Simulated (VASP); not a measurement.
Set up this calculation in VASP 6.6.1, as the native input.

```
Task                    : single point
Functional              : PBEsol
Potentials or basis     : VASP PAW PBE potentials, release 64 (Cd, W_sv, F)
Cutoff                  : 520 eV
k mesh                  : 6 × 6 × 6
Occupations             : fermi-dirac, width 0.0114 eV
Spin                    : no spin polarisation
Dipole correction       : no
k mesh for the DOS      : 9 × 9 × 9
Occupations for the DOS : tetrahedron
Further INCAR settings  : ALGO = Normal; EDIFF = 1e-07
```

Crystal: CdWF6.

```
Cd W F
1.0
     2.57592    4.46162    0.00000
    -2.57592    4.46162    0.00000
     0.00000   -2.97441    4.70247
Cd W F
1 1 6
Direct
  0.50000 0.50000 0.50000
  0.00000 0.00000 0.00000
  0.22000 0.63000 0.77500
  0.92500 0.22000 0.77500
  0.63000 0.92500 0.77500
  0.78000 0.37000 0.22500
  0.07500 0.78000 0.22500
  0.37000 0.07500 0.22500
```

One way to write it, as run:

POSCAR

```
CdWF6
1.0
    2.5759183900      4.4616208200      0.0000000000
   -2.5759183900      4.4616208200      0.0000000000
    0.0000000000     -2.9744142100      4.7024742300
Cd W F
1 1 6
Direct
    0.5000000000      0.5000000000      0.5000000000
    0.0000000000      0.0000000000      0.0000000000
    0.2200000000      0.6300000000      0.7750000000
    0.9250000000      0.2200000000      0.7750000000
    0.6300000000      0.9250000000      0.7750000000
    0.7800000000      0.3700000000      0.2250000000
    0.0750000000      0.7800000000      0.2250000000
    0.3700000000      0.0750000000      0.2250000000
```

INCAR.step1

```
SYSTEM = CdWF6
PREC = Accurate
ENCUT = 520
EDIFF = 1E-7
ISMEAR = -1
SIGMA = 0.0114
LREAL = .False.
LASPH = .True.
NELM = 100
ALGO = Normal
ISIF = 2
LWAVE = .False.
LCHARG = .True.
LMAXMIX = 4
GGA = PS
NBANDS = 44
```

KPOINTS.step1

```
Automatic mesh
0
Gamma
  6 6 6
  0 0 0
```

INCAR.step2

```
SYSTEM = CdWF6
PREC = Accurate
ENCUT = 520
EDIFF = 1E-7
ISMEAR = -5
SIGMA = 0.0114
LREAL = .False.
LASPH = .True.
NELM = 100
ALGO = Normal
ISIF = 2
LWAVE = .False.
LCHARG = .False.
LMAXMIX = 4
GGA = PS
LORBIT = 11
NEDOS = 1001
ICHARG = 11
```

KPOINTS.step2

```
Automatic mesh
0
Gamma
  9 9 9
  0 0 0
```

Potentials or basis: VASP PAW PBE potentials, release 64 (Cd, W_sv, F).

Command:

```sh
$ cat potpaw_PBE.64/Cd/POTCAR potpaw_PBE.64/W_sv/POTCAR potpaw_PBE.64/F/POTCAR > POTCAR
$ cp INCAR.step1 INCAR
$ cp KPOINTS.step1 KPOINTS
$ mpirun -np 1 vasp_std > vasp.out
$ cp INCAR.step2 INCAR
$ cp KPOINTS.step2 KPOINTS
$ mpirun -np 1 vasp_std > vasp.out
```

It gave:

The valence electrons inside the program's atomic spheres are Cd 10.26; W 12.26; F 6.11.

Run time: 7.1 min on 1 thread of AMD EPYC 9R45 96-Core Processor (Zen 5) (shared host), peak memory 0.54 GiB.
